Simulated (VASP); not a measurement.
# Rh (Fm-3m) in VASP: further runs, part 2 of 2

VASP 6.6.1.

### Step 3. Single point, PBE

This run uses another cell than the first one, of 14.37 Å³/atom, 1.048 times its volume.

Contents of INCAR:

```
ALGO = Normal
EDIFF = 1E-6
ENCUT = 500
GGA = PE
GGA_COMPAT = F
ISIF = 2
ISMEAR = 0
LASPH = T
LCHARG = F
LREAL = F
LWAVE = F
NBANDS = 14
NELM = 120
PREC = Accurate
SIGMA = 0.05
```

Contents of KPOINTS:

```
k-points
0
Gamma
  8 8 8
```

Contents of POSCAR:

```
Rh
1.0
    0.0000000000      1.9296758712      1.9296758712
    1.9296758712      0.0000000000      1.9296758712
    1.9296758712      1.9296758712      0.0000000000
Rh
1
Direct
    0.0000000000      0.0000000000      0.0000000000
```

Potentials or basis: VASP PAW PBE potentials, release 64 (Rh_pv).

On the command line:

```sh
$ cat potpaw_PBE.64/Rh_pv/POTCAR > POTCAR
$ mpirun -np 1 vasp_std > vasp.out
```

OUTCAR:

```text
EDIFF = 1E-6
   ENCUT = 500
   GGA = PE
   ISIF = 2
   ISMEAR = 0
   LASPH = T
   LREAL = F
   NELM = 120
   PREC = Accurate

 ion  position               nearest neighbor table
   1  0.000  0.000  0.000-

  LATTYP: Found a face centered cubic cell.
 ALAT       =     3.8593517424

  Lattice vectors:

 A1 = (   0.0000000000,   1.9296758712,   1.9296758712)
 A2 = (   1.9296758712,   0.0000000000,   1.9296758712)
 A3 = (   1.9296758712,   1.9296758712,   0.0000000000)

Analysis of symmetry for initial positions (statically):
[... 578 lines left out ...]
      8      11.4775      0.00000
      9      16.3463      0.00000
     10      19.1775      0.00000
     11      26.8669      0.00000
     12      27.4630      0.00000
     13      31.8348      0.00000
     14      31.9328      0.00000

 [... further k-points ...]
[... 5 lines left out ...]
  --------------------------------------------------------------------------------------
  -------------------------------------------------------------------------------------
  Total       -0.4265576     -0.4265576     -0.4265576     -0.0000000      0.0000000      0.0000000
  in kB      -47.5559826    -47.5559826    -47.5559826     -0.0000000      0.0000000      0.0000000
  external PRESSURE =     -47.5559826 kB  Pullay stress =       0.0000000 kB

 VOLUME and BASIS-vectors are now :
 -----------------------------------------------------------------------------
  energy-cutoff  :      500.00
  volume of cell :       14.37
      direct lattice vectors                 reciprocal lattice vectors
     0.000000000  1.929675871  1.929675871    -0.259110873  0.259110873  0.259110873
     1.929675871  0.000000000  1.929675871     0.259110873 -0.259110873  0.259110873
     1.929675871  1.929675871  0.000000000     0.259110873  0.259110873 -0.259110873

 POSITION                                       TOTAL-FORCE (eV/Angst)
 -----------------------------------------------------------------------------------
      0.00000      0.00000      0.00000         0.000000      0.000000      0.000000
 -----------------------------------------------------------------------------------
    total drift:                                0.000000     -0.000000     -0.000000

  FREE ENERGIE OF THE ION-ELECTRON SYSTEM (eV)
  ---------------------------------------------------
  free  energy   TOTEN  =        -7.2248224264 eV

  energy  without entropy=       -7.2230028655  energy(sigma->0) =       -7.22391265
```

OSZICAR:

```text
N       E                     dE             d eps       ncg     rms          rms(c)
DAV:   1     0.124506965288E+03    0.12451E+03   -0.87012E+03   812   0.110E+03
DAV:   2    -0.580243880964E+01   -0.13031E+03   -0.12476E+03   920   0.342E+02
DAV:   3    -0.770409830621E+01   -0.19017E+01   -0.18964E+01   950   0.443E+01
DAV:   4    -0.771187294356E+01   -0.77746E-02   -0.77744E-02   944   0.297E+00
DAV:   5    -0.771194246124E+01   -0.69518E-04   -0.69510E-04   974   0.250E-01    0.915E+00
DAV:   6    -0.723799046197E+01    0.47395E+00   -0.99822E-01   890   0.127E+01    0.311E+00
DAV:   7    -0.722784373935E+01    0.10147E-01   -0.12086E-02   908   0.113E+00    0.160E+00
DAV:   8    -0.722485381056E+01    0.29899E-02   -0.19438E-03   884   0.596E-01    0.971E-02
DAV:   9    -0.722482169728E+01    0.32113E-04   -0.33963E-05   908   0.718E-02    0.121E-02
DAV:  10    -0.722482242637E+01   -0.72909E-06   -0.25723E-06   908   0.183E-02
   1 F= -.72248224E+01 E0= -.72239126E+01  d E =-.181956E-02
```

stdout:

```text
POSCAR found type information on POSCAR Rh
 POSCAR found :  1 types and       1 ions
 scaLAPACK will be used
 LDA part: xc-table for (Slater+PW92), standard interpolation
 POSCAR, INCAR and KPOINTS ok, starting setup
 FFT: planning ... GRIDC
 FFT: planning ... GRID_SOFT
 FFT: planning ... GRID
 WAVECAR not read
 entering main loop
```

It took 3.8 s on 1 thread of Intel Xeon 6975P-C (Granite Rapids), shared host; peak memory 0.12 GiB.

Results:

```yaml
Free_energy: -7.2248 eV
Pressure: -4.8 GPa
```

Levels at points of the mesh, in eV from the Fermi level:
```
           k point  band 3  band 4  band 5  band 6  band 7  band 8  band 9  band 10  band 11  band 12
(0.00, 0.00, 0.00)  -46.30   -7.66   -2.88   -2.88   -2.88   -0.93   -0.93    15.98    20.70    21.21
(0.50, 0.00, 0.00)  -46.38   -5.77   -2.95   -2.95    0.52    0.52    0.76     8.19    15.48    20.70
(0.50, 0.50, 0.00)  -46.53   -5.92   -5.57    0.50    0.91    0.91    3.19    11.71    13.04    13.04
```

### Step 4. Single point, PBE

This run uses another cell than the first one, of 14.08 Å³/atom, 1.027 times its volume.

Contents of INCAR:

```
PREC = Accurate
ENCUT = 500
EDIFF = 1E-6
ISMEAR = 0
SIGMA = 0.05
LREAL = F
LASPH = T
NELM = 120
ALGO = Normal
ISIF = 2
LWAVE = F
LCHARG = T
GGA = PE
LELF = T
LVHAR = T
NBANDS = 14
GGA_COMPAT = F
```

Contents of KPOINTS:

```
Automatic mesh
0
Gamma
  8 8 8
```

Contents of POSCAR:

```
Rh
1.0
    0.0000000000      1.9167610904      1.9167610904
    1.9167610904      0.0000000000      1.9167610904
    1.9167610904      1.9167610904      0.0000000000
Rh
1
Direct
    0.0000000000      0.0000000000      0.0000000000
```

Potentials or basis: VASP PAW PBE potentials, release 64 (Rh_pv).

On the command line:

```sh
$ cat potpaw_PBE.64/Rh_pv/POTCAR > POTCAR
$ mpirun -np 1 vasp_std > vasp.out
```

OUTCAR:

```text
PREC = Accurate
   ENCUT = 500
   EDIFF = 1E-6
   ISMEAR = 0
   LREAL = F
   LASPH = T
   NELM = 120
   ISIF = 2
   GGA = PE

 ion  position               nearest neighbor table
   1  0.000  0.000  0.000-

  LATTYP: Found a face centered cubic cell.
 ALAT       =     3.8335221808

  Lattice vectors:

 A1 = (   0.0000000000,   1.9167610904,   1.9167610904)
 A2 = (   1.9167610904,   0.0000000000,   1.9167610904)
 A3 = (   1.9167610904,   1.9167610904,   0.0000000000)

Analysis of symmetry for initial positions (statically):
[... 576 lines left out ...]
      6       8.9162      2.00000
      7       9.5595      2.00000
      8      11.8488      0.00000
      9      16.7915      0.00000
     10      19.7081      0.00000
     11      27.3717      0.00000
     12      28.0431      0.00000
     13      32.1359      0.00000
     14      32.4587      0.00000

 [... further k-points ...]
[... 5 lines left out ...]
  --------------------------------------------------------------------------------------
  -------------------------------------------------------------------------------------
  Total        0.0077740      0.0077740      0.0077740      0.0000000     -0.0000000      0.0000000
  in kB        0.8843465      0.8843465      0.8843465      0.0000000     -0.0000000      0.0000000
  external PRESSURE =       0.8843465 kB  Pullay stress =       0.0000000 kB

 VOLUME and BASIS-vectors are now :
 -----------------------------------------------------------------------------
  energy-cutoff  :      500.00
  volume of cell :       14.08
      direct lattice vectors                 reciprocal lattice vectors
     0.000000000  1.916761090  1.916761090    -0.260856714  0.260856714  0.260856714
     1.916761090  0.000000000  1.916761090     0.260856714 -0.260856714  0.260856714
     1.916761090  1.916761090  0.000000000     0.260856714  0.260856714 -0.260856714

 POSITION                                       TOTAL-FORCE (eV/Angst)
 -----------------------------------------------------------------------------------
      0.00000      0.00000      0.00000         0.000000     -0.000000     -0.000000
 -----------------------------------------------------------------------------------
    total drift:                                0.000000      0.000000      0.000000

  FREE ENERGIE OF THE ION-ELECTRON SYSTEM (eV)
  ---------------------------------------------------
  free  energy   TOTEN  =        -7.2290559002 eV

  energy  without entropy=       -7.2273264908  energy(sigma->0) =       -7.22819120
```

stdout:

```text
POSCAR found type information on POSCAR Rh
 POSCAR found :  1 types and       1 ions
 scaLAPACK will be used
 LDA part: xc-table for (Slater+PW92), standard interpolation
 POSCAR, INCAR and KPOINTS ok, starting setup
 FFT: planning ... GRIDC
 FFT: planning ... GRID_SOFT
 FFT: planning ... GRID
 WAVECAR not read
 entering main loop
```

It took 4.1 s on 1 thread of Intel Xeon 6975P-C (Granite Rapids), shared host; peak memory 0.12 GiB.

What came out:

| Item | Value |
| --- | --- |
| Free energy | -7.2291 eV |
| Pressure | 0.1 GPa |

### Step 5. Overview

```csv
cell,cutoff (eV),gap on the mesh (eV),pressure (GPa)
"a = 2.687 Å, angles 60.0°, 1 atom",520,none,7.2
"a = 2.729 Å, angles 60.0°, 1 atom",500,none,-4.8
"a = 2.711 Å, angles 60.0°, 1 atom",500,none,0.1
```

Alike in all rows: task single point; level PBE; potentials or basis VASP PAW PBE potentials, release 64 (Rh_pv); no spin polarisation; k mesh 8 × 8 × 8; smearing gaussian 0.05 eV.

Absolute energies hang on the potentials; compare differences alone.
